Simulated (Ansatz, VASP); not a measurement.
## KBr in VASP and in Ansatz

```
K Br
1.0
     4.55930    0.00000    0.00000
    -2.27965    3.94847    0.00000
     0.00000    0.00000    8.02006
K Br
2 2
Direct
  0.00000 0.00000 0.00000
  0.00000 0.00000 0.50000
  0.33333 0.66667 0.25000
  0.66667 0.33333 0.75000
```

Alike in both runs: task single point; functional LDA; k mesh 12 × 12 × 4; no spin polarisation.

|  | VASP | Ansatz |
| --- | --- | --- |
| version | VASP 6.6.1 | Ansatz 0.2.0 |
| potentials or method | VASP PAW LDA potentials, release 64 (K_sv, Br) | plane waves, PAW |
| plane-wave cutoff (eV) | 520 | 420 |
| occupations | gaussian, width 0.01 eV | fixed |
| valence electrons in the cell | 32 | 32 |

|  | VASP | Ansatz | Ansatz less VASP |
| --- | --- | --- | --- |
| gap on the k mesh at the Fermi level (eV) | 3.96 | 3.95 | -0.008 |

LDA's correlation is that of Perdew and Zunger in VASP and of Perdew and Wang (1992) in Ansatz.
